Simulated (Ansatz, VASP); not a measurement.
## One calculation of Li2BrF, two programs

File INCAR:

```
SYSTEM = Li2BrF
  PREC = Accurate
  ENCUT = 520
  EDIFF = 1E-6
  ISMEAR = 0
  SIGMA = 0.01
  LREAL = .FALSE.
  LASPH = .TRUE.
  NELM = 60
  ALGO = Normal
  ISIF = 2
  LWAVE = .FALSE.
  LCHARG = .FALSE.
  GGA = PE
  NBANDS = 18
```

KPOINTS

```
regular mesh
0
G
  6 6 6
  0 0 0
```

Contents of POSCAR:

```
Li2BrF
1.0
    1.7353772108      1.0019204998      5.4684601349
   -1.7353772108      1.0019204998      5.4684601349
    0.0000000000     -2.0038409996      5.4684601349
F Br Li
1 1 2
Direct
    1.0000000000      0.0000000000      0.0000000000
    0.5000000000      0.5000000000      0.5000000000
    0.2670198432      0.2670198432      0.2670198432
    0.7329801568      0.7329801568      0.7329801568
```

Input for Ansatz:

```yaml
crystal:
  lattice:
    - [1.7353772108, 1.0019204998, 5.4684601349]
    - [-1.7353772108, 1.0019204998, 5.4684601349]
    - [0.0, -2.0038409996, 5.4684601349]
  atoms:
    - { symbol: F, position: [1.0, 0.0, 0.0] }
    - { symbol: Br, position: [0.5, 0.5, 0.5] }
    - { symbol: Li, position: [0.2670198432, 0.2670198432, 0.2670198432] }
    - { symbol: Li, position: [0.7329801568, 0.7329801568, 0.7329801568] }
kpoints:
  mp_grid: { grid: [6, 6, 6] }
hamiltonian:
  xc: pbe
scf:
  occupations: { method: fixed }
output:
  optics:
    e_range: [0, 17]
    de: 0.05
    sigma: 0.1
    bands: { spectra_wanted_up_to: 17 }
```

Alike in both runs: task single point; functional PBE; k mesh 6 × 6 × 6; no spin polarisation.

|  | VASP | Ansatz |
| --- | --- | --- |
| version | VASP 6.6.1 | Ansatz 0.2.0 |
| potentials or method | VASP PAW PBE potentials, release 64 (F, Br, Li_sv) | plane waves, PAW |
| plane-wave cutoff (eV) | 520 | 420 |
| occupations | gaussian, width 0.01 eV | fixed |
| valence electrons in the cell | 20 | 20 |

|  | VASP | Ansatz | Ansatz less VASP |
| --- | --- | --- | --- |
| gap on the k mesh at the Fermi level (eV) | 3.45 | 3.44 | -0.009 |

Noted on VASP's run: the cutoff is under 1.25 times that of the potentials, so the pressure is a little rough.
